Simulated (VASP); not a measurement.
# Pb (P6_3/mmc) in VASP: settings compared, part 2 of 2

VASP 6.6.1. The steps go on from the part before.

## 3. Single point, PBEsol

The input, INCAR:

```
  ALGO = Normal
  EDIFF = 1E-6
  ENCUT = 520
  GGA = PS
  ISIF = 2
  ISMEAR = -1
  LASPH = T
  LCHARG = F
  LREAL = F
  LWAVE = F
  NBANDS = 21
  NELM = 60
  PREC = Accurate
  SIGMA = 0.05
```

The input, KPOINTS:

```
k-points
0
Gamma
  9 9 5
```

The input, POSCAR:

```
Pb
1.0
    3.5257947253      0.0000000000      0.0000000000
   -1.7628973626      3.0534278007      0.0000000000
    0.0000000000      0.0000000000      5.6635610674
Pb
2
Direct
    0.6666666667      0.3333333333      0.7500000000
    0.3333333333      0.6666666667      0.2500000000
```

Potentials or basis: VASP PAW PBE potentials, release 64 (Pb_d).

Command:

```sh
cat potpaw_PBE.64/Pb_d/POTCAR > POTCAR
mpirun -np 1 vasp_std > vasp.out
```

OUTCAR:

```text
EDIFF = 1E-6
   ENCUT = 520
   GGA = PS
   ISIF = 2
   ISMEAR = -1
   LASPH = T
   LREAL = F
   NELM = 60
   PREC = Accurate

 ion  position               nearest neighbor table
   1  0.667  0.333  0.750-   2 3.49   2 3.49   2 3.49   2 3.49   2 3.49   2 3.49
   2  0.333  0.667  0.250-   1 3.49   1 3.49   1 3.49   1 3.49   1 3.49   1 3.49

  LATTYP: Found a hexagonal cell.
 ALAT       =     3.5257947253
 C/A-ratio  =     1.6063218391

  Lattice vectors:

 A1 = (   3.5257947253,   0.0000000000,   0.0000000000)
 A2 = (  -1.7628973626,   3.0534278007,   0.0000000000)
 A3 = (   0.0000000000,   0.0000000000,   5.6635610674)

Analysis of symmetry for initial positions (statically):
=====================================================================
 Subroutine PRICEL returns:
 Original cell was already a primitive cell.

 Routine SETGRP: Setting up the symmetry group for a
 hexagonal supercell.

 Subroutine GETGRP returns: Found 24 space group operations
 (whereof 12 operations were pure point group operations)
 out of a pool of 24 trial point group operations.

The static configuration has the point symmetry D_3d.
 The point group associated with its full space group is D_6h.

Analysis of symmetry for dynamics (positions and initial velocities):
=====================================================================
 Subroutine PRICEL returns:
 Original cell was already a primitive cell.

 Routine SETGRP: Setting up the symmetry group for a
 hexagonal supercell.

 Subroutine GETGRP returns: Found 24 space group operations
 (whereof 12 operations were pure point group operations)
 out of a pool of 24 trial point group operations.

The dynamic configuration has the point symmetry D_3d.
 The point group associated with its full space group is D_6h.

 Subroutine INISYM returns: Found 24 space group operations
 (whereof 12 operations are pure point group operations),
 and found     1 'primitive' translations
[... 103 lines left out ...]
   POTIM  = 0.5000    time-step for ionic-motion
   TEBEG  =    0.0;   TEEND  =   0.0 temperature during run
   PSTRESS=    0.0 pullay stress
   NELECT =      28.0000    total number of electrons
   NUPDOWN=      -1.0000    fix difference up-down
   EMIN   =  10.00;   EMAX   =-10.00  energy-range for DOS
   EFERMI =   0.00;   METHOD = LEGACY
   ISMEAR =    -1;   SIGMA  =   0.05  broadening in eV -4-tet -1-fermi 0-gaus
   EFERMI_NEDOS =   21; number of points for ismear=-14 and -15
   IALGO  =     38    algorithm
   IMIX   =      4    mixing-type and parameters
     AMIX     =   0.40;   BMIX     =  1.00
     AMIX_MAG =   1.60;   BMIX_MAG =  1.00
  volume/ion in A,a.u.               =      30.49       205.73
  Fermi-wavevector in a.u.,A,eV,Ry     =   1.263037  2.386794 21.704865  1.595263
  Thomas-Fermi vector in A             =   2.396414
   LORBIT       =      0    0 simple, 1 ext, 2 COOP (PROOUT), +10 PAW based schemes
   GGA     = PS    functional components
   LHFCALC =     F    Hartree Fock is set to
   AEXX    =    0.0000 exact exchange contribution
   IVDW    =     0    specifies the selected vdW correction
   LEPSILON=     F    determine dielectric tensor
   LRPA    =     F    only Hartree local field effects (RPA)
 non-spin polarized calculation
  energy-cutoff  :      520.00
  volume of cell :       60.97
 maximum number of plane-waves:      1677
 NGX is ok and might be reduce to    28
   NGX = 13   NGY = 13   NGZ = 21

 number of electron      28.0000000 magnetization

 Free energy of the ion-electron system (eV)
  ---------------------------------------------------
  ext. energy  EPLUGINS =         0.00000000
  ---------------------------------------------------
  free energy    TOTEN  =        -7.94814610 eV

  energy without entropy =       -7.93580918  energy(sigma->0) =       -7.94197764

 E-fermi :   6.9838     XC(G=0): -10.3164

 val. band max:        6.8907669062   @ k =   0.3333   0.2222   0.0000
 cond. band min:       7.0099275397   @ k =   0.2222   0.1111   0.4000
 fundamental gap:      0.1191606335
 Fermi energy:         6.9837719738

 k-point     1 :       0.0000    0.0000    0.0000
  band No.  band energies     occupation
      1      -9.9685      2.00000
      2      -9.9296      2.00000
      3      -9.9296      2.00000
      4      -9.9289      2.00000
      5      -9.9076      2.00000
      6      -9.9076      2.00000
[... 565 lines left out ...]
     20      19.3681      0.00000
     21      19.3681      0.00000

 [... further k-points ...]
[... 5 lines left out ...]
  --------------------------------------------------------------------------------------
  -------------------------------------------------------------------------------------
  Total       -0.6630086     -0.6630086      0.4300489     -0.0000000      0.0000000      0.0000000
  in kB      -17.4218986    -17.4218986     11.3004101     -0.0000000      0.0000000      0.0000000
  external PRESSURE =      -7.8477957 kB  Pullay stress =       0.0000000 kB

 VOLUME and BASIS-vectors are now :
 -----------------------------------------------------------------------------
  energy-cutoff  :      520.00
  volume of cell :       60.97
      direct lattice vectors                 reciprocal lattice vectors
     3.525794725  0.000000000  0.000000000     0.283623999  0.163750392  0.000000000
    -1.762897363  3.053427801  0.000000000     0.000000000  0.327500784  0.000000000
     0.000000000  0.000000000  5.663561067     0.000000000  0.000000000  0.176567355

 POSITION                                       TOTAL-FORCE (eV/Angst)
 -----------------------------------------------------------------------------------
      1.76290      1.01781      4.24767        -0.000000     -0.000000      0.000000
     -0.00000      2.03562      1.41589         0.000000      0.000000      0.000000
 -----------------------------------------------------------------------------------
    total drift:                               -0.000000      0.000000      0.000000

  FREE ENERGIE OF THE ION-ELECTRON SYSTEM (eV)
  ---------------------------------------------------
  free  energy   TOTEN  =        -7.9481460970 eV

  energy  without entropy=       -7.9358091845  energy(sigma->0) =       -7.94197764
```

It took 14 s on 1 thread of Intel Xeon 6975P-C (Granite Rapids), shared host; peak memory 0.18 GiB.

What came out:

```
Free energy            : -7.9481 eV
Pressure               : -0.8 GPa
Band gap on the k mesh : zero (band 14 reaches 12.54 eV, above the bottom of band 15 at 5.09 eV)
```

Levels at points of the mesh, in eV from the Fermi level:
| k point | band 11 | band 12 | band 13 | band 14 | band 15 | band 16 | band 17 | band 18 |
| --- | --- | --- | --- | --- | --- | --- | --- | --- |
| (0.00, 0.00, 0.00) | -11.68 | -7.94 | -4.09 | 5.40 | 5.40 | 7.21 | 7.21 | 7.85 |

Caveat: the PAW data sets were made with another functional, which shifts forces and pressure a little; spin-orbit coupling is left out, which moves the levels of the heavy elements.

## 4. Single point, LDA

This run uses another cell than the first one, of 31.07 Å³/atom, 1.019 times its volume.

The input, INCAR:

```
  PREC = Accurate
  ENCUT = 520
  EDIFF = 1E-6
  ISMEAR = -1
  SIGMA = 0.05
  LREAL = False
  LASPH = True
  NELM = 80
  ALGO = Normal
  ISIF = 2
  LWAVE = False
  LCHARG = True
  LELF = True
  LVHAR = True
  NBANDS = 21
```

The input, KPOINTS:

```
Automatic mesh
0
Gamma
  9 9 5
```

The input, POSCAR:

```
Pb
1.0
    3.5482526220      0.0000000000      0.0000000000
   -1.7741263110      3.0728769098      0.0000000000
    0.0000000000      0.0000000000      5.6996356773
Pb
2
Direct
    0.6666666667      0.3333333333      0.7500000000
    0.3333333333      0.6666666667      0.2500000000
```

Potentials or basis: VASP PAW LDA potentials, release 64 (Pb_d).

Command:

```sh
cat potpaw_LDA.64/Pb_d/POTCAR > POTCAR
mpirun -np 1 vasp_std > vasp.out
```

Wall time 13 s (1 thread of Intel Xeon 6975P-C (Granite Rapids), shared host); peak memory 0.17 GiB.

Results (log left out):

```yaml
Free_energy: -8.4222 eV
Pressure: -2.9 GPa
Band_gap_on_the_k_mesh: zero (band 14 reaches 12.07 eV, above the bottom of band 15 at 4.86 eV)
```

Stress tensor (GPa, compression positive):
```
-3.68  0.00  0.00
 0.00 -3.68  0.00
 0.00  0.00 -1.30
```

Levels at points of the mesh, in eV from the Fermi level:
| k point | band 12 | band 13 | band 14 | band 15 | band 16 | band 17 |
| --- | --- | --- | --- | --- | --- | --- |
| (0.00, 0.00, 0.00) | -7.94 | -3.97 | 5.25 | 5.25 | 7.02 | 7.02 |

Caveat: spin-orbit coupling is left out, which moves the levels of the heavy elements.

## 5. Single point, PBE

This run uses another cell than the first one, of 31.07 Å³/atom, 1.019 times its volume.

The input, INCAR:

```
SYSTEM = Pb
PREC = Accurate
ENCUT = 520
EDIFF = 1E-6
ISMEAR = -1
SIGMA = 0.05
LREAL = .False.
LASPH = .True.
NELM = 60
ALGO = Fast
ISIF = 2
LWAVE = .False.
LCHARG = .False.
GGA = PE
NBANDS = 21
```

The input, KPOINTS:

```
Automatic mesh
0
Gamma
  9 9 5
  0 0 0
```

POSCAR is that of step 4.

Potentials or basis: VASP PAW PBE potentials, release 64 (Pb_d).

Command:

```sh
cat potpaw_PBE.64/Pb_d/POTCAR > POTCAR
mpirun -np 1 vasp_std > vasp.out
```

OUTCAR:

```text
SYSTEM = Pb
   PREC = Accurate
   ENCUT = 520
   EDIFF = 1E-6
   ISMEAR = -1
   LREAL = .False.
   LASPH = .True.
   NELM = 60
   ISIF = 2
   GGA = PE

 ion  position               nearest neighbor table
   1  0.667  0.333  0.750-   2 3.51   2 3.51   2 3.51   2 3.51   2 3.51   2 3.51
   2  0.333  0.667  0.250-   1 3.51   1 3.51   1 3.51   1 3.51   1 3.51   1 3.51

  LATTYP: Found a hexagonal cell.
 ALAT       =     3.5482526220
 C/A-ratio  =     1.6063218391

  Lattice vectors:

 A1 = (   3.5482526220,   0.0000000000,   0.0000000000)
 A2 = (  -1.7741263110,   3.0728769098,   0.0000000000)
 A3 = (   0.0000000000,   0.0000000000,   5.6996356773)

Analysis of symmetry for initial positions (statically):
=====================================================================
 Subroutine PRICEL returns:
 Original cell was already a primitive cell.

 Routine SETGRP: Setting up the symmetry group for a
 hexagonal supercell.

 Subroutine GETGRP returns: Found 24 space group operations
 (whereof 12 operations were pure point group operations)
 out of a pool of 24 trial point group operations.

The static configuration has the point symmetry D_3d.
 The point group associated with its full space group is D_6h.

Analysis of symmetry for dynamics (positions and initial velocities):
=====================================================================
 Subroutine PRICEL returns:
 Original cell was already a primitive cell.

 Routine SETGRP: Setting up the symmetry group for a
 hexagonal supercell.

 Subroutine GETGRP returns: Found 24 space group operations
 (whereof 12 operations were pure point group operations)
 out of a pool of 24 trial point group operations.

The dynamic configuration has the point symmetry D_3d.
[... 106 lines left out ...]
   ISIF   =      2    stress and relaxation
   ISYM   =      2    0-nonsym 1-usesym 2-fastsym
   POTIM  = 0.5000    time-step for ionic-motion
   TEBEG  =    0.0;   TEEND  =   0.0 temperature during run
   PSTRESS=    0.0 pullay stress
   NELECT =      28.0000    total number of electrons
   NUPDOWN=      -1.0000    fix difference up-down
   EMIN   =  10.00;   EMAX   =-10.00  energy-range for DOS
   EFERMI =   0.00;   METHOD = LEGACY
   ISMEAR =    -1;   SIGMA  =   0.05  broadening in eV -4-tet -1-fermi 0-gaus
   EFERMI_NEDOS =   21; number of points for ismear=-14 and -15
   IALGO  =     68    algorithm
   IMIX   =      4    mixing-type and parameters
     AMIX     =   0.40;   BMIX     =  1.00
     AMIX_MAG =   1.60;   BMIX_MAG =  1.00
  volume/ion in A,a.u.               =      31.07       209.69
  Fermi-wavevector in a.u.,A,eV,Ry     =   1.255043  2.371687 21.430982  1.575133
  Thomas-Fermi vector in A             =   2.388819
   LORBIT       =      0    0 simple, 1 ext, 2 COOP (PROOUT), +10 PAW based schemes
   GGA     = PE    functional components
   LHFCALC =     F    Hartree Fock is set to
   AEXX    =    0.0000 exact exchange contribution
   IVDW    =     0    specifies the selected vdW correction
   LEPSILON=     F    determine dielectric tensor
   LRPA    =     F    only Hartree local field effects (RPA)
 non-spin polarized calculation
 RMM-DIIS sequential band-by-band and
  energy-cutoff  :      520.00
  volume of cell :       62.15
 maximum number of plane-waves:      1713
 NGX is ok and might be reduce to    28
   NGX = 13   NGY = 13   NGZ = 21

 number of electron      28.0000000 magnetization

 Free energy of the ion-electron system (eV)
  ---------------------------------------------------
  ext. energy  EPLUGINS =         0.00000000
  ---------------------------------------------------
  free energy    TOTEN  =        -7.07243126 eV

  energy without entropy =       -7.05957090  energy(sigma->0) =       -7.06600108

 E-fermi :   6.9601     XC(G=0): -10.0694

 val. band max:        6.8871620046   @ k =   0.3333   0.2222   0.0000
 cond. band min:       6.9634011990   @ k =   0.2222   0.1111   0.4000
 fundamental gap:      0.0762391944
 Fermi energy:         6.9600563546

 k-point     1 :       0.0000    0.0000    0.0000
  band No.  band energies     occupation
      1     -10.0638      2.00000
      2     -10.0313      2.00000
      3     -10.0313      2.00000
      4     -10.0306      2.00000
      5     -10.0111      2.00000
      6     -10.0111      2.00000
[... 565 lines left out ...]
     20      19.1862      0.00000
     21      19.1891      0.00000

 [... further k-points ...]
[... 5 lines left out ...]
  --------------------------------------------------------------------------------------
  -------------------------------------------------------------------------------------
  Total        0.1514387      0.1514387      1.1324519     -0.0000000      0.0000000      0.0000000
  in kB        3.9042785      3.9042785     29.1960131     -0.0000000      0.0000000      0.0000000
  external PRESSURE =      12.3348567 kB  Pullay stress =       0.0000000 kB

 VOLUME and BASIS-vectors are now :
 -----------------------------------------------------------------------------
  energy-cutoff  :      520.00
  volume of cell :       62.15
      direct lattice vectors                 reciprocal lattice vectors
     3.548252622  0.000000000  0.000000000     0.281828862  0.162713970  0.000000000
    -1.774126311  3.072876910  0.000000000     0.000000000  0.325427939  0.000000000
     0.000000000  0.000000000  5.699635677     0.000000000  0.000000000  0.175449811

 POSITION                                       TOTAL-FORCE (eV/Angst)
 -----------------------------------------------------------------------------------
      1.77413      1.02429      4.27473         0.000000     -0.000000      0.000000
     -0.00000      2.04858      1.42491        -0.000000      0.000000      0.000000
 -----------------------------------------------------------------------------------
    total drift:                               -0.000000      0.000000      0.000000

  FREE ENERGIE OF THE ION-ELECTRON SYSTEM (eV)
  ---------------------------------------------------
  free  energy   TOTEN  =        -7.0724312628 eV

  energy  without entropy=       -7.0595709007  energy(sigma->0) =       -7.06600108
```

OSZICAR:

```text
N       E                     dE             d eps       ncg     rms          rms(c)
DAV:   1     0.294507993728E+03    0.29451E+03   -0.14400E+04  1512   0.160E+03
DAV:   2     0.146600744898E+02   -0.27985E+03   -0.27346E+03  1517   0.411E+02
DAV:   3    -0.640864043297E+01   -0.21069E+02   -0.20865E+02  1873   0.137E+02
DAV:   4    -0.706172404950E+01   -0.65308E+00   -0.65290E+00  1783   0.276E+01
DAV:   5    -0.709434516668E+01   -0.32621E-01   -0.32620E-01  2049   0.571E+00    0.719E-01
RMM:   6    -0.707617737666E+01    0.18168E-01   -0.31917E-02  1716   0.213E+00    0.370E-01
RMM:   7    -0.707182957026E+01    0.43478E-02   -0.20469E-02  1722   0.140E+00    0.125E-01
RMM:   8    -0.707222231533E+01   -0.39275E-03   -0.66333E-03  2029   0.105E+00    0.250E-02
RMM:   9    -0.707240234228E+01   -0.18003E-03   -0.20670E-03  2433   0.376E-01    0.205E-02
RMM:  10    -0.707242361641E+01   -0.21274E-04   -0.27350E-04  1779   0.232E-01    0.138E-02
RMM:  11    -0.707242346184E+01    0.15457E-06   -0.13977E-04  2050   0.141E-01    0.525E-03
RMM:  12    -0.707243081080E+01   -0.73490E-05   -0.76453E-05  2147   0.730E-02    0.524E-03
RMM:  13    -0.707243182973E+01   -0.10189E-05   -0.89454E-06  1486   0.319E-02    0.421E-03
RMM:  14    -0.707243126282E+01    0.56691E-06   -0.22725E-06  1030   0.175E-02
   1 F= -.70724313E+01 E0= -.70660011E+01  d E =-.128604E-01
```

Run time: 19 s. Hardware: 1 thread of Intel Xeon 6975P-C (Granite Rapids), shared host; peak memory 0.19 GiB.

What came out:

```
Free energy            : -7.0724 eV
Pressure               : 1.2 GPa
Band gap on the k mesh : zero (band 14 reaches 12.41 eV, above the bottom of band 15 at 5.13 eV)
```

Caveat: spin-orbit coupling is left out, which moves the levels of the heavy elements.

## 6. Summary

| level | potentials or basis | cell | gap on the mesh (eV) | pressure (GPa) |
| --- | --- | --- | --- | --- |
| PBE | VASP PAW PBE potentials, release 64 (Pb_d) | a = 3.526, b = 3.526, c = 5.664 Å, angles 90.0, 90.0, 120.0°, 2 atoms | none | 2.1 |
| PBEsol | VASP PAW PBE potentials, release 64 (Pb_d) | a = 3.526, b = 3.526, c = 5.664 Å, angles 90.0, 90.0, 120.0°, 2 atoms | none | -0.8 |
| LDA | VASP PAW LDA potentials, release 64 (Pb_d) | a = 3.548, b = 3.548, c = 5.700 Å, angles 90.0, 90.0, 120.0°, 2 atoms | none | -2.9 |
| PBE | VASP PAW PBE potentials, release 64 (Pb_d) | a = 3.548, b = 3.548, c = 5.700 Å, angles 90.0, 90.0, 120.0°, 2 atoms | none | 1.2 |

Alike in all rows: task single point; no spin polarisation; k mesh 9 × 9 × 5; cutoff (eV) 520; smearing fermi-dirac 0.05 eV.

Caveats: spin-orbit coupling is left out, which moves the levels of the heavy elements; the PAW data sets were made with another functional, which shifts forces and pressure a little (some runs).

Total energies depend on the potentials used, so only differences within one code and one set of settings carry meaning.
